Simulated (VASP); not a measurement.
Write the native input for VASP 6.6.1 that does the following.

```yaml
Task: single point
Functional: PBEsol
Potentials_or_basis: VASP PAW PBE potentials, release 64 (Na_pv, Cl)
Cutoff: 520 eV
k_mesh: 8 × 8 × 8
Occupations: gaussian, width 0.05 eV
Spin: no spin polarisation
Dipole_correction: no
Further_INCAR_settings: ALGO = Normal; EDIFF = 1e-06; NBANDS = 14
```

The structure of NaCl lies in POSCAR:

```
NaCl
1.0
    0.0000000000      2.6002402604      2.6002402604
    2.6002402604      0.0000000000      2.6002402604
    2.6002402604      2.6002402604      0.0000000000
Na Cl
1 1
Direct
    0.0000000000      0.0000000000      0.0000000000
    0.5000000000      0.5000000000      0.5000000000
```

This cell differs from its parent crystal: volume scaled by 0.800.

These files were run (other wordings do the same):

INCAR

```
PREC     = Accurate       # precision mode
ENCUT    = 520            # plane-wave cutoff, eV
EDIFF    = 1E-6           # SCF threshold, eV
ISMEAR   = 0              # smearing method
SIGMA    = 0.05           # smearing width, eV
LREAL    = False          # projectors in reciprocal space
LASPH    = True           # aspherical terms in the spheres
NELM     = 60             # most SCF steps
ALGO     = Normal         # electronic algorithm
ISIF     = 2              # what is computed and relaxed
LWAVE    = False          # write WAVECAR
LCHARG   = False          # write CHGCAR
GGA      = PS             # functional
NBANDS   = 14             # bands
```

KPOINTS

```
regular mesh
0
Gamma
  8 8 8
```

Potentials or basis: VASP PAW PBE potentials, release 64 (Na_pv, Cl).

Run with:

```console
$ cat potpaw_PBE.64/Na_pv/POTCAR potpaw_PBE.64/Cl/POTCAR > POTCAR
$ mpirun -np 1 vasp_std > vasp.out
```

It gave:

| Property | Result |
| --- | --- |
| Pressure | 9.9 GPa |
| Band gap on the k mesh | 6.01 eV, direct |

Caveat: the PAW data sets were made with another functional, which shifts forces and pressure a little.

It took 9 s on 1 thread of Intel(R) Xeon(R) 6975P-C (Granite Rapids) (shared host), peak memory 0.15 GiB.
